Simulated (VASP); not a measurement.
Runs of VASP 6.6.1 on Co. The structure is that of space group P6/mmm (No. 191), or close to it. The cells are those of the table. 

```csv
task,cell,k mesh,cutoff (eV),gap on the mesh (eV),pressure (GPa)
single point,"a = 3.833, b = 3.833, c = 2.350 Å, angles 90.0, 90.0, 120.0°, 3 atoms",12 × 12 × 17,520,none,21.3
single point,"a = 3.776, b = 3.776, c = 2.316 Å, angles 90.0, 90.0, 120.0°, 3 atoms",12 × 12 × 17,520,none,(b)
single point,"a = 3.993, b = 3.993, c = 2.449 Å, angles 90.0, 90.0, 120.0°, 3 atoms",12 × 12 × 17,520,none,-8.0
relaxation of cell and atoms,"relaxed from a = 3.970, b = 3.970, c = 2.434 Å, angles 90.0, 90.0, 120.0°, 3 atoms",9 × 9 × 13,600,none,0.0
single point,"a = 3.888, b = 3.888, c = 2.384 Å, angles 90.0, 90.0, 120.0°, 3 atoms",12 × 12 × 17,520,none,9.1
single point,"a = 3.941, b = 3.941, c = 2.417 Å, angles 90.0, 90.0, 120.0°, 3 atoms",12 × 12 × 17,520,none,(a)
single point,"a = 4.043, b = 4.043, c = 2.480 Å, angles 90.0, 90.0, 120.0°, 3 atoms",12 × 12 × 17,520,none,-14.0
single point,"a = 3.941, b = 3.941, c = 2.417 Å, angles 90.0, 90.0, 120.0°, 3 atoms",9 × 9 × 13,520,none,(c)
single point,"a = 4.093, b = 4.093, c = 2.510 Å, angles 90.0, 90.0, 120.0°, 3 atoms",12 × 12 × 17,520,none,-18.8
```

Alike in all rows: level RPBE; potentials or basis VASP PAW PBE potentials, release 64 (Co); no spin polarisation; smearing fermi-dirac 0.1 eV.

Question: Fill in the values left out.

Answer: (a) -0.3; (b) 36.7; (c) -0.5.

Caveats: the PAW data sets were made with another functional, which shifts forces and pressure a little; the run has no spin polarisation, though such a crystal can be magnetic.

A gap of «none» marks levels without a gap at the run's occupations.
